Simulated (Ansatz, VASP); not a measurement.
**Li2SbMo3: VASP beside Ansatz**

```
CELL_PARAMETERS angstrom
4.80751 0.00000 0.00000
-2.40375 4.16342 0.00000
0.00000 0.00000 10.98273
ATOMIC_POSITIONS crystal
Li 0.00000 0.00000 0.25116
Li 0.00000 0.00000 0.74884
Sb 0.00000 0.00000 0.50000
Mo 0.16879 0.83121 0.00000
Mo 0.16879 0.33758 0.00000
Mo 0.66242 0.83121 0.00000
```

Alike in both runs: functional PBE; k mesh 12 × 12 × 4; occupations gaussian, width 0.1 eV; no spin polarisation.

Ansatz relaxed the structure, and its values are those at the end. VASP's run is a single point on that final structure, the one shown.

|  | VASP | Ansatz |
| --- | --- | --- |
| version | VASP 6.6.1 | Ansatz 0.2.0 |
| potentials or method | VASP PAW PBE potentials, release 64 (Li_sv, Sb, Mo_sv), cutoff 520 eV | scalar-relativistic, plane waves, PAW |
| valence electrons in the cell | 53 | 63 |

|  | VASP | Ansatz | Ansatz less VASP |
| --- | --- | --- | --- |
| gap on the k mesh at the Fermi level (eV) | none | none | - |
| rms of the force components (eV/Å) | 0.028 | 0.001 | -0.0266 |

A gap of «none» marks a metal or a gap that the smearing closes. With one functional, cell and mesh, what is left measures potentials, basis and numerics. VASP's potentials hold 53 valence electrons a cell and Ansatz's 63, so a difference there can come from the potentials and not from the codes.

Neither program's run includes spin-orbit coupling. Noted on VASP's run: the cutoff is under 1.25 times that of the potentials, so the pressure is a little rough.
